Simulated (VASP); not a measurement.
# HfB2: single point with r2SCAN

HfB2:

```
Hf B
1.0
     3.14000    0.00000    0.00000
    -1.57000    2.71932    0.00000
     0.00000    0.00000    3.48000
Hf B
1 2
Direct
  0.00000 0.00000 0.00000
  0.33333 0.66667 0.50000
  0.66667 0.33333 0.50000
```

```yaml
Program: VASP 6.6.1
Task: single point
Functional: r2SCAN
Potentials_or_basis: VASP PAW PBE potentials, release 64 (Hf_pv, B)
Cutoff: 520 eV
k_mesh: 11 × 11 × 9
Occupations: gaussian, width 0.1 eV
Spin: no spin polarisation
Dipole_correction: no
Further_INCAR_settings: ALGO = Normal; EDIFF = 1e-06; NBANDS = 15
```

The pressure is -1.3 GPa. The band gap on the k mesh is zero (bands 8 and 9 overlap by 1.35 eV).

Stress tensor (GPa, compression positive):
```
-1.57  0.00  0.00
 0.00 -1.57  0.00
 0.00  0.00 -0.71
```

Levels at points of the mesh, in eV from the Fermi level:
| k point | band 4 | band 5 | band 6 | band 7 | band 8 | band 9 | band 10 | band 11 | band 12 | band 13 |
| --- | --- | --- | --- | --- | --- | --- | --- | --- | --- | --- |
| (0.00, 0.00, 0.00) | -14.62 | -3.05 | -3.02 | -3.00 | -3.00 | 4.28 | 4.28 | 4.99 | 4.99 | 5.15 |

It took 3 min on 1 thread of Intel Xeon 8259CL (shared host), peak memory 0.17 GiB.

Caveat: the PAW data sets were made with another functional, which shifts forces and pressure a little; spin-orbit coupling is left out, which moves the levels of the heavy elements.
